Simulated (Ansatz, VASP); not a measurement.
# Two plane-wave programs on MgO

Contents of INCAR:

```
PREC = Accurate
ENCUT = 750
EDIFF = 1E-6
ISMEAR = 0
SIGMA = 0.01
LREAL = F
LASPH = T
NELM = 120
ALGO = Normal
ISIF = 2
LWAVE = F
LCHARG = F
NBANDS = 24
GGA_COMPAT = F
```

KPOINTS

```
regular mesh
0
Gamma
  6 6 4
```

Contents of POSCAR:

```
MgO
1.0
    3.4840197850      0.0000000000      0.0000000000
   -1.7420098925      3.0172496411      0.0000000000
    0.0000000000      0.0000000000      4.1853204440
Mg O
2 2
Direct
    0.3333333333      0.6666666667      0.2500000000
    0.6666666667      0.3333333333      0.7500000000
    0.6666666667      0.3333333333      0.2500000000
    0.3333333333      0.6666666667      0.7500000000
```

Input for Ansatz:

```yaml
crystal:
  lattice:
    - [3.484019785, 0.0, 0.0]
    - [-1.7420098925, 3.0172496411, 0.0]
    - [0.0, 0.0, 4.185320444]
  atoms:
    - { symbol: Mg, position: [0.3333333333, 0.6666666667, 0.25] }
    - { symbol: Mg, position: [0.6666666667, 0.3333333333, 0.75] }
    - { symbol: O, position: [0.6666666667, 0.3333333333, 0.25] }
    - { symbol: O, position: [0.3333333333, 0.6666666667, 0.75] }
kpoints:
  mp_grid: { grid: [6, 6, 4] }
hamiltonian:
  xc: lda
scf:
  occupations: { method: fixed }
  n_extra_bands: 5
output:
  forces: true
  stress: true
  eigenvalues: true
```

Alike in both runs: task single point; functional LDA; k mesh 6 × 6 × 4; no spin polarisation.

|  | VASP | Ansatz |
| --- | --- | --- |
| version | VASP 6.6.1 | Ansatz 0.2.0 |
| potentials or method | VASP PAW LDA potentials, release 64 (Mg_sv, O) | plane waves |
| plane-wave cutoff (eV) | 750 | 420 |
| occupations | gaussian, width 0.01 eV | fixed |
| valence electrons in the cell | 32 | 32 |

Ansatz gave:

| Item | Value |
| --- | --- |
| gap on the k mesh at the Fermi level (eV) | 3.33 |
| pressure (GPa) | -4.1 |
| traceless stress, the component that is largest in VASP (GPa) | -0.42 |

Estimate VASP's values.

gap on the k mesh at the Fermi level (eV): 3.34; pressure (GPa): -4.1; traceless stress, the component that is largest in VASP (GPa): -0.42.

LDA's correlation is that of Perdew and Zunger in VASP and of Perdew and Wang (1992) in Ansatz.
